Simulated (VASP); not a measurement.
Set up this calculation in VASP 6.6.1, as the native input.

| Item | Value |
| --- | --- |
| Task | single point |
| Functional | PBEsol |
| Potentials or basis | VASP PAW PBE potentials, release 64 (Ru_pv) |
| Cutoff | 520 eV |
| k mesh | 21 × 21 × 21 |
| Occupations | fermi-dirac, width 0.1 eV |
| Spin | no spin polarisation |
| Dipole correction | no |
| Further INCAR settings | ALGO = Normal; EDIFF = 1e-06; NBANDS = 13 |

The structure of Ru lies in POSCAR:

```
Ru
1.0
   -1.2707537532      1.2707537532      1.2707537532
    1.2707537532     -1.2707537532      1.2707537532
    1.2707537532      1.2707537532     -1.2707537532
Ru
1
Direct
    0.0000000000      0.0000000000      0.0000000000
```

The input as run:

INCAR

```
PREC = Accurate
ENCUT = 520
EDIFF = 1E-6
ISMEAR = -1
SIGMA = 0.1
LREAL = F
LASPH = T
NELM = 80
ALGO = Normal
ISIF = 2
LWAVE = F
LCHARG = F
GGA = PS
NBANDS = 13
```

KPOINTS

```
regular mesh
0
Gamma
  21 21 21
```

Potentials or basis: VASP PAW PBE potentials, release 64 (Ru_pv).

Command:

```bash
$ cat potpaw_PBE.64/Ru_pv/POTCAR > POTCAR
$ mpirun -np 1 vasp_std > vasp.out
```

It gave:

```json
{
 "Pressure": "530.3 GPa",
 "Band gap on the k mesh": "zero (band 7 reaches 28.40 eV, above the bottom of band 8 at 19.99 eV)"
}
```

Caveat: the PAW data sets were made with another functional, which shifts forces and pressure a little.

Wall time 38 s on 1 thread of AMD EPYC 7R13, with other jobs on the host, peak memory 0.11 GiB.
